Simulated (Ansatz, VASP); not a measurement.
## HfS2 in VASP and in Ansatz

```
CELL_PARAMETERS angstrom
3.56972 0.00000 0.00000
-1.78486 3.09147 0.00000
0.00000 0.00000 29.56000
ATOMIC_POSITIONS crystal
S 0.33333 0.66667 0.23628
S 0.66667 0.33333 0.33476
Hf 0.00000 0.00000 0.28552
```

Alike in both runs: functional PBEsol; dispersion D3(BJ); k mesh 12 × 12 × 1; occupations gaussian, width 0.03 eV; no spin polarisation.

Ansatz relaxed the structure, and its values are those at the end. VASP's run is a single point on that final structure, the one shown.

```csv
,VASP,Ansatz
version,VASP 6.6.1,Ansatz 0.2.0
potentials or method,"VASP PAW PBE potentials, release 64 (S, Hf_pv), cutoff 400 eV","scalar-relativistic, plane waves, PAW"
valence electrons in the cell,22,38
```

```csv
,VASP,Ansatz,Ansatz less VASP
gap on the k mesh at the Fermi level (eV),1.03,1.01,-0.023
least direct gap on the mesh (eV),1.98,1.95,-0.030
rms of the force components (eV/Å),0.024,0.000,-0.0236
```

VASP's potentials were made for PBE, not for PBEsol, and Ansatz warns of the same on its side. VASP's potentials hold 22 valence electrons a cell and Ansatz's 38, so a difference there can come from the potentials and not from the codes. Ansatz's warnings: slab cell height set, structure snapped to symmetry.

Neither program's run includes spin-orbit coupling.
